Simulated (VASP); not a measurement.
# Zn (P6_3/mmc) in VASP: further runs, part 2 of 2

VASP 6.6.1. The steps go on from the part before.

**3. Single point, r2SCAN**

Input file POSCAR:

```
Zn
1.0
    1.2617050000      2.1853360000      0.0000000000
   -1.2617050000      2.1853360000      0.0000000000
    0.0000000000      0.0000000000      4.7588380000
Zn
2
Direct
    0.3333300000      0.3333400000      0.2500000000
    0.6666600000      0.6666700000      0.7500000000
```

Input file INCAR.step1:

```
SYSTEM = Zn
PREC = Accurate ; ENCUT = 520
ISMEAR = -1 ; SIGMA = 0.1
LREAL = .False. ; LASPH = .True.
NELM = 100 ; NBANDS = 19
GGA = PE ; ALGO = Normal
EDIFF = 1E-4 ; LWAVE = .True.
LCHARG = .False.
```

Input file INCAR.step2:

```
SYSTEM = Zn
PREC = Accurate ; ENCUT = 520
EDIFF = 1E-6 ; ISMEAR = -1
SIGMA = 0.1 ; LREAL = .False.
LASPH = .True. ; NELM = 100
ALGO = Normal ; ISIF = 2
LWAVE = .False. ; LCHARG = .False.
METAGGA = R2SCAN ; LMIXTAU = .True.
NBANDS = 19 ; ISTART = 1
```

Input file KPOINTS:

```
Automatic mesh
0
Gamma
  8 8 4
  0 0 0
```

Potentials or basis: VASP PAW PBE potentials, release 64 (Zn).

Run with:

```sh
cat potpaw_PBE.64/Zn/POTCAR > POTCAR
cp INCAR.step1 INCAR
mpirun -np 1 vasp_std > vasp.out
cp INCAR.step2 INCAR
mpirun -np 1 vasp_std > vasp.out
```

OUTCAR:

```text
SYSTEM = Zn
   PREC = Accurate
   ENCUT = 520
   EDIFF = 1E-6
   ISMEAR = -1
   LREAL = .False.
   LASPH = .True.
   NELM = 100
   ISIF = 2
   METAGGA = R2SCAN
   ISTART = 1

 ion  position               nearest neighbor table
   1  0.333  0.333  0.250-   2 2.79   2 2.79   2 2.79   2 2.79   2 2.79   2 2.79
   2  0.667  0.667  0.750-   1 2.79   1 2.79   1 2.79   1 2.79   1 2.79   1 2.79

  LATTYP: Found a hexagonal cell.
 ALAT       =     2.5234089918
 C/A-ratio  =     1.8858766119

  Lattice vectors:

[... 190 lines left out ...]
      3      -4.6720      2.00000
      4      -4.3141      2.00000
      5      -4.3140      2.00000
      6      -4.2500      2.00000
[... 505 lines left out ...]
      6      -4.1786      2.00000
[... 11 lines left out ...]
     18      24.1968      0.00000
     19      25.9965      0.00000

 [... further k-points ...]
[... 5 lines left out ...]
  --------------------------------------------------------------------------------------
  -------------------------------------------------------------------------------------
  Total        2.7678220      2.7653941      0.5786187     -0.0000000     -0.0000000      0.0000000
  in kB      168.9825156    168.8342910     35.3261307     -0.0000000     -0.0000000      0.0000000
  external PRESSURE =     124.3809791 kB  Pullay stress =       0.0000000 kB

 VOLUME and BASIS-vectors are now :
 -----------------------------------------------------------------------------
  energy-cutoff  :      520.00
  volume of cell :       26.24
      direct lattice vectors                 reciprocal lattice vectors
     1.261705000  2.185336000  0.000000000     0.396289148  0.228797768  0.000000000
    -1.261705000  2.185336000  0.000000000    -0.396289148  0.228797768  0.000000000
     0.000000000  0.000000000  4.758838000     0.000000000  0.000000000  0.210135331

 POSITION                                       TOTAL-FORCE (eV/Angst)
 -----------------------------------------------------------------------------------
     -0.00001      1.45690      1.18971         0.000000      0.000111      0.000000
     -0.00001      2.91377      3.56913         0.000000     -0.000111     -0.000000
 -----------------------------------------------------------------------------------
    total drift:                                0.000004      0.000000     -0.000000

  FREE ENERGIE OF THE ION-ELECTRON SYSTEM (eV)
  ---------------------------------------------------
  free  energy   TOTEN  =       -17.6664934132 eV

  energy  without entropy=      -17.6481732080  energy(sigma->0) =      -17.65733331
```

OSZICAR.step1:

```text
N       E                     dE             d eps       ncg     rms          rms(c)
DAV:   1     0.114549311986E+03    0.11455E+03   -0.12421E+04  2506   0.209E+03
DAV:   2     0.286365563389E+01   -0.11169E+03   -0.10735E+03  2412   0.304E+02
DAV:   3    -0.225516601345E+01   -0.51188E+01   -0.50959E+01  2680   0.710E+01
DAV:   4    -0.228214179284E+01   -0.26976E-01   -0.26969E-01  2689   0.521E+00
DAV:   5    -0.228216916531E+01   -0.27372E-04   -0.27373E-04  2473   0.152E-01    0.568E+00
DAV:   6    -0.200877546552E+01    0.27339E+00   -0.95071E-01  2670   0.219E+01    0.391E+00
DAV:   7    -0.199217482515E+01    0.16601E-01   -0.34979E-02  3046   0.328E+00    0.192E+00
DAV:   8    -0.198516661760E+01    0.70082E-02   -0.20425E-03  3380   0.827E-01    0.505E-02
DAV:   9    -0.198516185202E+01    0.47656E-05   -0.29403E-04  2303   0.230E-01
   1 F= -.19851619E+01 E0= -.19757968E+01  d E =-.187301E-01
```

Wall time 60 s (1 thread of Intel Xeon Platinum 8488C (Sapphire Rapids), shared host); peak memory 0.15 GiB.

Results:

* Free energy: -17.6665 eV
* Pressure: 12.4 GPa
* Band gap on the k mesh: zero (band 12 reaches 5.48 eV, above the bottom of band 13 at 0.92 eV)

Levels at points of the mesh, in eV from the Fermi level:
```csv
k point,band 10,band 11,band 12,band 13,band 14,band 15
"(0.00, 0.00, 0.00)",-7.46,-7.45,-4.50,-2.99,15.39,19.28
"(0.50, 0.00, 0.00)",-7.16,-3.24,-2.05,3.36,4.13,5.54
"(0.50, 0.50, 0.00)",-7.16,-3.24,-2.05,3.36,4.13,5.54
"(0.00, 0.00, 0.50)",-7.56,-7.56,-7.56,5.20,5.20,22.36
"(0.50, 0.00, 0.50)",-7.17,-2.26,-2.26,0.89,0.89,11.78
"(0.50, 0.50, 0.50)",-7.17,-2.26,-2.26,0.89,0.89,11.78
```

Caveat: the PAW data sets were made with another functional, which shifts forces and pressure a little.
